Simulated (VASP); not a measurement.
Here is a VASP 6.6.1 calculation.

File INCAR:

```
PREC = Accurate
ENCUT = 520
EDIFF = 1E-7
ISMEAR = 1
SIGMA = 0.1
LREAL = Auto
LASPH = T
NELM = 80
ALGO = Normal
ISIF = 2
LWAVE = F
LCHARG = F
GGA = PE
NBANDS = 110
```

File KPOINTS:

```
Automatic mesh
0
Gamma
  7 7 4
```

POSCAR

```
Ti
1.0
    5.8787149790      0.0000000578      0.0000000000
   -2.9393575396      5.0911164846      0.0000000000
    0.0000000000      0.0000000000      9.2970418644
Ti
16
Direct
    0.1666666666      0.3333333334      0.1250000000
    0.3333333334      0.1666666666      0.3750000000
    0.1666666666      0.3333333334      0.6250000000
    0.3333333334      0.1666666666      0.8750000000
    0.1666666666      0.8333333333      0.1250000000
    0.3333333334      0.6666666666      0.3750000000
    0.1666666666      0.8333333333      0.6250000000
    0.3333333334      0.6666666666      0.8750000000
    0.6666666666      0.3333333334      0.1250000000
    0.8333333333      0.1666666666      0.3750000000
    0.6666666666      0.3333333334      0.6250000000
    0.8333333333      0.1666666666      0.8750000000
    0.6666666666      0.8333333333      0.1250000000
    0.8333333333      0.6666666666      0.3750000000
    0.6666666666      0.8333333333      0.6250000000
    0.8333333333      0.6666666666      0.8750000000
```

Potentials or basis: VASP PAW PBE potentials, release 64 (Ti_sv).

The run is started by

```bash
$ cat potpaw_PBE.64/Ti_sv/POTCAR > POTCAR
$ mpirun -np 1 vasp_std > vasp.out
```

Task: Predict the band gap on the k mesh.

Result: Zero (bands 96 and 97 overlap by 0.88 eV).

Task: What does it give for the pressure?

Result: -0.3 GPa.
